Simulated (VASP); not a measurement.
# AlCu3 (Fm-3m) in VASP: further runs, part 2 of 2

VASP 6.6.1.

### Step 4. Single point, PBEsol (10.55 Å³/atom)

This run uses another cell than the first one, of 10.55 Å³/atom.

The input, INCAR:

```
SYSTEM = AlCu3
  PREC = Accurate
  ENCUT = 520
  EDIFF = 1E-6
  ISMEAR = 0
  SIGMA = 0.1
  LREAL = .FALSE.
  LASPH = .TRUE.
  NELM = 60
  ALGO = Normal
  ISIF = 2
  LWAVE = .FALSE.
  LCHARG = .FALSE.
  GGA = PS
  NBANDS = 26
```

The input, KPOINTS:

```
regular mesh
0
G
  12 12 12
  0 0 0
```

The input, POSCAR:

```
AlCu3
1.0
    0.0000000000      2.7631835402      2.7631835402
    2.7631835402      0.0000000000      2.7631835402
    2.7631835402      2.7631835402      0.0000000000
Al Cu
1 3
Direct
    0.0000000000      0.0000000000      0.0000000000
    0.5000000000      0.5000000000      0.5000000000
    0.2500000000      0.2500000000      0.2500000000
    0.7500000000      0.7500000000      0.7500000000
```

Potentials or basis: VASP PAW PBE potentials, release 64 (Al, Cu).

The run is started by

```console
$ cat potpaw_PBE.64/Al/POTCAR potpaw_PBE.64/Cu/POTCAR > POTCAR
$ mpirun -np 1 vasp_std > vasp.out
```

OUTCAR:

```text
SYSTEM = AlCu3
   PREC = Accurate
   ENCUT = 520
   EDIFF = 1E-6
   ISMEAR = 0
   LREAL = .FALSE.
   LASPH = .TRUE.
   NELM = 60
   ISIF = 2
   GGA = PS

 ion  position               nearest neighbor table
   1  0.000  0.000  0.000-   4 2.39   4 2.39   4 2.39   3 2.39   4 2.39   3 2.39   3 2.39   3 2.39
                             2 2.76   2 2.76   2 2.76   2 2.76   2 2.76   2 2.76
   2  0.500  0.500  0.500-   3 2.39   3 2.39   3 2.39   3 2.39   4 2.39   4 2.39   4 2.39   4 2.39
                             1 2.76   1 2.76   1 2.76   1 2.76   1 2.76   1 2.76
   3  0.250  0.250  0.250-   1 2.39   1 2.39   1 2.39   1 2.39   2 2.39   2 2.39   2 2.39   2 2.39
                             4 2.76   4 2.76   4 2.76   4 2.76   4 2.76   4 2.76
   4  0.750  0.750  0.750-   2 2.39   2 2.39   2 2.39   1 2.39   2 2.39   1 2.39   1 2.39   1 2.39
                             3 2.76   3 2.76   3 2.76   3 2.76   3 2.76   3 2.76

  LATTYP: Found a face centered cubic cell.
 ALAT       =     5.5263670804

  Lattice vectors:

 A1 = (   0.0000000000,   2.7631835402,   2.7631835402)
 A2 = (   2.7631835402,   0.0000000000,   2.7631835402)
 A3 = (   2.7631835402,   2.7631835402,   0.0000000000)

Analysis of symmetry for initial positions (statically):
=====================================================================
 Subroutine PRICEL returns:
[... 181 lines left out ...]
 Fermi energy:        10.3299570072

 k-point     1 :       0.0000    0.0000    0.0000
  band No.  band energies     occupation
      1      -1.3727      2.00000
      2       4.8190      2.00000
      3       4.8190      2.00000
      4       4.9913      2.00000
      5       4.9913      2.00000
      6       4.9913      2.00000
[... 685 lines left out ...]
     25      20.1218      0.00000
     26      21.8465      0.00000

 [... further k-points ...]

------------------------ aborting loop because EDIFF is reached ----------------------------------------

  FORCE on cell =-STRESS in cart. coord.  units (eV):
  Direction    XX          YY          ZZ          XY          YZ          ZX
  --------------------------------------------------------------------------------------
  -------------------------------------------------------------------------------------
  Total        7.0543971      7.0543971      7.0543971     -0.0000000     -0.0000000      0.0000000
  in kB      267.8621129    267.8621129    267.8621129     -0.0000000     -0.0000000      0.0000000
  external PRESSURE =     267.8621129 kB  Pullay stress =       0.0000000 kB

 VOLUME and BASIS-vectors are now :
 -----------------------------------------------------------------------------
  energy-cutoff  :      520.00
  volume of cell :       42.19
      direct lattice vectors                 reciprocal lattice vectors
     0.000000000  2.763183540  2.763183540    -0.180950702  0.180950702  0.180950702
     2.763183540  0.000000000  2.763183540     0.180950702 -0.180950702  0.180950702
     2.763183540  2.763183540  0.000000000     0.180950702  0.180950702 -0.180950702

 POSITION                                       TOTAL-FORCE (eV/Angst)
 -----------------------------------------------------------------------------------
      0.00000      0.00000      0.00000        -0.000000      0.000000     -0.000000
      2.76318      2.76318      2.76318        -0.000000      0.000000     -0.000000
      1.38159      1.38159      1.38159         0.000000      0.000000      0.000000
      4.14478      4.14478      4.14478        -0.000000     -0.000000     -0.000000
 -----------------------------------------------------------------------------------
    total drift:                                0.000000     -0.000000      0.000000

  FREE ENERGIE OF THE ION-ELECTRON SYSTEM (eV)
  ---------------------------------------------------
  free  energy   TOTEN  =       -17.2925112035 eV

  energy  without entropy=      -17.2872369618  energy(sigma->0) =      -17.28987408
```

OSZICAR:

```text
N       E                     dE             d eps       ncg     rms          rms(c)
DAV:   1     0.251096178228E+03    0.25110E+03   -0.15670E+04  3960   0.226E+03
DAV:   2    -0.258406364535E+01   -0.25368E+03   -0.24246E+03  3746   0.360E+02
DAV:   3    -0.217891261223E+02   -0.19205E+02   -0.18335E+02  4232   0.138E+02
DAV:   4    -0.222210330084E+02   -0.43191E+00   -0.43053E+00  5358   0.241E+01
DAV:   5    -0.222295365070E+02   -0.85035E-02   -0.85025E-02  5684   0.267E+00    0.180E+01
DAV:   6    -0.197616143337E+02    0.24679E+01   -0.42272E+01  4464   0.162E+02    0.982E+00
DAV:   7    -0.173481088063E+02    0.24135E+01   -0.93742E+00  4542   0.744E+01    0.114E+00
DAV:   8    -0.173298145041E+02    0.18294E-01   -0.38391E-01  5438   0.146E+01    0.129E+00
DAV:   9    -0.173055428000E+02    0.24272E-01   -0.38938E-02  5308   0.107E+01    0.843E-01
DAV:  10    -0.172923438748E+02    0.13199E-01   -0.22993E-02  4570   0.446E+00    0.819E-02
DAV:  11    -0.172925478261E+02   -0.20395E-03   -0.36200E-03  5386   0.819E-01    0.777E-02
DAV:  12    -0.172925214819E+02    0.26344E-04   -0.36011E-04  4558   0.331E-01    0.369E-02
DAV:  13    -0.172925303565E+02   -0.88747E-05   -0.16774E-05  5252   0.592E-02    0.333E-02
DAV:  14    -0.172925109536E+02    0.19403E-04   -0.44915E-05  4522   0.175E-01    0.301E-03
DAV:  15    -0.172925112035E+02   -0.24991E-06   -0.39483E-06  3284   0.210E-02
   1 F= -.17292511E+02 E0= -.17289874E+02  d E =-.527424E-02
```

stdout:

```text
POSCAR found type information on POSCAR AlCu
 POSCAR found :  2 types and       4 ions
 scaLAPACK will be used
 -----------------------------------------------------------------------------
|                                                                             |
|                                                                             |
|     You enforced a specific xc type in the INCAR file but a different       |
|     I HOPE YOU KNOW WHAT YOU ARE DOING!                                     |
|                                                                             |
 -----------------------------------------------------------------------------

 LDA part: xc-table for (Slater+PW92), standard interpolation
 POSCAR, INCAR and KPOINTS ok, starting setup
 FFT: planning ... GRIDC
 FFT: planning ... GRID_SOFT
 FFT: planning ... GRID
 WAVECAR not read
 entering main loop
```

Run time: 2.9 min. Hardware: 1 thread of Intel Xeon 8259CL, shared host; peak memory 0.21 GiB.

Results:

```
Free energy            : -17.2925 eV
Pressure               : 26.8 GPa
Band gap on the k mesh : zero (bands 18 and 19 overlap by 6.20 eV)
```

Caveat: the cell stands under pressure; the PAW data sets were made with another functional, which shifts forces and pressure a little.

### Step 5. Overview

| task | cell | cutoff (eV) | smearing | gap on the mesh (eV) | pressure (GPa) |
| --- | --- | --- | --- | --- | --- |
| single point | a = 4.106 Å, angles 60.0°, 4 atoms | 520 | fermi-dirac 0.15 eV | none | -2.2 |
| relaxation of cell and atoms | relaxed to 10 GPa from a = 4.053 Å, angles 60.0°, 4 atoms | 600 | fermi-dirac 0.15 eV | none | 10.0 |
| single point | a = 3.908 Å, angles 60.0°, 4 atoms | 520 | gaussian 0.1 eV | none | 26.8 |

Alike in all rows: level PBEsol; potentials or basis VASP PAW PBE potentials, release 64 (Al, Cu); no spin polarisation; k mesh 12 × 12 × 12.

Caveats: the PAW data sets were made with another functional, which shifts forces and pressure a little; the cell is relaxed towards a set pressure, so the run minimises the enthalpy, not the energy (at least some runs); the cell stands under pressure (at least some runs).

Absolute energies hang on the potentials; compare differences alone.
